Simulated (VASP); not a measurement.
Ti3Al: single point with PBEsol

The system is Ti3Al.

```
Ti Al
1.0
     0.00000    3.25623    3.25623
     3.25623    0.00000    3.25623
     3.25623    3.25623    0.00000
Ti Al
3 1
Direct
  0.75000 0.75000 0.75000
  0.25000 0.25000 0.25000
  0.00000 0.00000 0.00000
  0.50000 0.50000 0.50000
```

| Item | Value |
| --- | --- |
| Program | VASP 6.6.1 |
| Task | single point |
| Functional | PBEsol |
| Potentials or basis | VASP PAW PBE potentials, release 64 (Ti_sv, Al) |
| Cutoff | 520 eV |
| k mesh | 12 × 12 × 12 |
| Occupations | gaussian, width 0.15 eV |
| Spin | collinear spin, ferromagnetic start |
| Starting moments | [1.0, 1.0, 1.0, 0.0] μB |
| Fixed moment | 3 μB |
| Dipole correction | no |
| Further INCAR settings | ALGO = Normal; EDIFF = 1e-06; NBANDS = 32 |

| Item | Value |
| --- | --- |
| Pressure | -5.2 GPa |
| Net moment | 3.00 μB per cell |
| Site moments | Ti +0.54, +1.13; Al -0.03 μB |
| Valence electrons inside the program's atomic spheres | Ti 10.22, 10.29; Al 0.81 |

Wall time 5.9 min on 1 thread of Oxide Virtual Turin-like Processor (shared host), peak memory 0.35 GiB.

Caveat: the PAW data sets were made with another functional, which shifts forces and pressure a little; the total moment is fixed, so each spin has its own Fermi level.
